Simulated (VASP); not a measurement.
## Sr2Hg: vibrations by perturbation theory with PBE

Sr2Hg:

```
CELL_PARAMETERS angstrom
0.00000 3.99413 3.99413
3.99413 0.00000 3.99413
3.99413 3.99413 0.00000
ATOMIC_POSITIONS crystal
Sr 0.25000 0.25000 0.25000
Sr 0.75000 0.75000 0.75000
Hg 0.50000 0.50000 0.50000
```

```
Program                : VASP 6.6.1
Task                   : vibrations by perturbation theory
Functional             : PBE
Potentials or basis    : VASP PAW PBE potentials, release 64 (Sr_sv, Hg)
Cutoff                 : 520 eV
k mesh                 : 10 × 10 × 10
Occupations            : fermi-dirac, width 0.15 eV
Spin                   : no spin polarisation
Dipole correction      : no
Further INCAR settings : ALGO = Fast; EDIFF = 1e-08; NBANDS = 23; IBRION = 8; NSW = 1
```

- Highest phonon frequency at Γ: 107 cm⁻¹

Phonon frequencies in cm⁻¹ (negative: imaginary):
```
              q point                 frequencies
(0.000, 0.000, 0.000)  0 0 0 72 72 72 107 107 107
```

It took 70 min on 1 thread of Intel Xeon 8259CL, with other jobs on the host, peak memory 1.1 GiB.
